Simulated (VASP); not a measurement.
Here is a VASP 6.6.1 calculation.

The input INCAR:

```
SYSTEM = Ru6N
PREC = Accurate ; ENCUT = 520
EDIFF = 1E-7 ; ISMEAR = 0
SIGMA = 0.1 ; LREAL = .FALSE.
LASPH = .TRUE. ; NELM = 80
ALGO = Normal ; ISIF = 2
LWAVE = .FALSE. ; LCHARG = .FALSE.
LDIPOL = .TRUE. ; IDIPOL = 3
DIPOL = 0.5 0.5 0.347 ; GGA = PE
NBANDS = 54
```

File KPOINTS:

```
regular mesh
0
G
  10 6 1
  0 0 0
```

POSCAR

```
Ru6N
1.0
    2.7197977462      0.0000000000      0.0000000000
    0.0000000000      4.2966597640      0.0000000000
    0.0000000000      0.0000000000     20.8383397414
Ru N
6 1
Direct
    0.0000000000      0.7500000000      0.1919538720
    0.5000000000      0.2500000000      0.2296314409
    0.5000000000      0.7500000000      0.3049865786
    0.0000000000      0.2500000000      0.3407382302
    0.0000000000      0.7500000000      0.4168575075
    0.5000000000      0.2500000000      0.4481326179
    0.8333333333      0.5500000000      0.4942593794
```

Potentials or basis: VASP PAW PBE potentials, release 64 (Ru_pv, N).

Launch:

```bash
$ cat potpaw_PBE.64/Ru_pv/POTCAR potpaw_PBE.64/N/POTCAR > POTCAR
$ mpirun -np 1 vasp_std > vasp.out
```

**Question.** Estimate the largest force.

**Answer.** 1.361 eV/Å.

**Question.** Predict the band gap on the k mesh.

**Answer.** Zero (an odd number of electrons rules out a gap without spin polarisation).

Forces on the atoms (eV/Å):
```
Ru   0.004  0.062  0.817
Ru  -0.011  0.015 -0.428
Ru   0.099 -0.221 -0.680
Ru   0.159  0.093 -0.883
Ru  -0.913  0.793 -0.137
Ru  -0.497 -0.270  1.238
N    1.160 -0.473  0.073
```
